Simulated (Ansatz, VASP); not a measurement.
## Two plane-wave programs on ZnSnP2

```xyz
8
Lattice="-2.8512 2.8512 5.7170 2.8512 -2.8512 5.7170 2.8512 2.8512 -5.7170" Properties=species:S:1:pos:R:3 pbc="T T T"
Zn    0.0000    2.8512    2.8585
Zn    0.0000    0.0000    0.0000
Sn    2.8512    0.0000    2.8585
Sn    0.0000    0.0000    5.7170
P     1.2989    1.4256    1.4292
P    -1.4256    1.5523    4.2877
P     4.2768    1.2989   -1.4292
P     1.5523    1.4256    7.1462
```

Alike in both runs: functional PBE; k mesh 8 × 8 × 8; occupations gaussian, width 0.02 eV; no spin polarisation.

Ansatz relaxed the structure, and its values are those at the end. VASP's run is a single point on that final structure, the one shown.

|  | VASP | Ansatz |
| --- | --- | --- |
| version | VASP 6.6.1 | Ansatz 0.2.0 |
| potentials or method | VASP PAW PBE potentials, release 64 (Zn, Sn_d, P), cutoff 500 eV | scalar-relativistic, plane waves, PAW |
| valence electrons in the cell | 72 | 72 |

|  | VASP | Ansatz | Ansatz less VASP |
| --- | --- | --- | --- |
| gap on the k mesh at the Fermi level (eV) | 0.69 | 0.68 | -0.008 |
| least direct gap on the mesh (eV) | 0.69 | 0.68 | -0.008 |
| pressure (GPa) | 0.0 | 0.0 | -0.01 |
| rms of the force components (eV/Å) | 0.009 | 0.000 | -0.0092 |
